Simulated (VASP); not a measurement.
Set up this calculation in VASP 6.6.1, as the native input.

| Quantity | Value |
| --- | --- |
| Task | single point |
| Functional | PBE |
| Potentials or basis | VASP PAW PBE potentials, release 64 (Sn_d, C) |
| Cutoff | 520 eV |
| k mesh | 6 × 6 × 6 |
| Occupations | gaussian, width 0.1 eV |
| Spin | no spin polarisation |
| Dipole correction | no |
| Further INCAR settings | ALGO = Normal; EDIFF = 1e-06; NBANDS = 28 |

The structure of Sn2C3 lies in POSCAR:

```
Sn2C3
1.0
    1.4526771523      0.8387035449     10.6669779718
   -1.4526771523      0.8387035449     10.6669779718
    0.0000000000     -1.6774070899     10.6669779718
Sn C
2 3
Direct
    0.3824563897      0.3824563897      0.3824563897
    0.6175436103      0.6175436103      0.6175436103
    0.0000000000      0.0000000000      0.0000000000
    0.1666181892      0.1666181892      0.1666181892
    0.8333818108      0.8333818108      0.8333818108
```

The input as run:

INCAR

```
SYSTEM = Sn2C3
PREC = Accurate
ENCUT = 520
EDIFF = 1E-6
ISMEAR = 0
SIGMA = 0.1
LREAL = .FALSE.
LASPH = .TRUE.
NELM = 60
ALGO = Normal
ISIF = 2
LWAVE = .FALSE.
LCHARG = .FALSE.
GGA = PE
NBANDS = 28
```

KPOINTS

```
regular mesh
0
G
  6 6 6
  0 0 0
```

Potentials or basis: VASP PAW PBE potentials, release 64 (Sn_d, C).

Command:

```console
$ cat potpaw_PBE.64/Sn_d/POTCAR potpaw_PBE.64/C/POTCAR > POTCAR
$ mpirun -np 1 vasp_std > vasp.out
```

Results of the run:

```
Pressure               : 0.1 GPa
Largest force          : 0.019 eV/Å
Band gap on the k mesh : zero (bands 20 and 21 overlap by 2.01 eV)
```

Caveat: the k points lie up to 0.42 Å⁻¹ apart, too coarse for converged energies and pressures of a metal; spin-orbit coupling is left out, which moves the levels of the heavy elements.

It took 8 min on 1 thread of Intel(R) Xeon(R) 6975P-C (Granite Rapids), with other jobs on the host, peak memory 0.89 GiB.
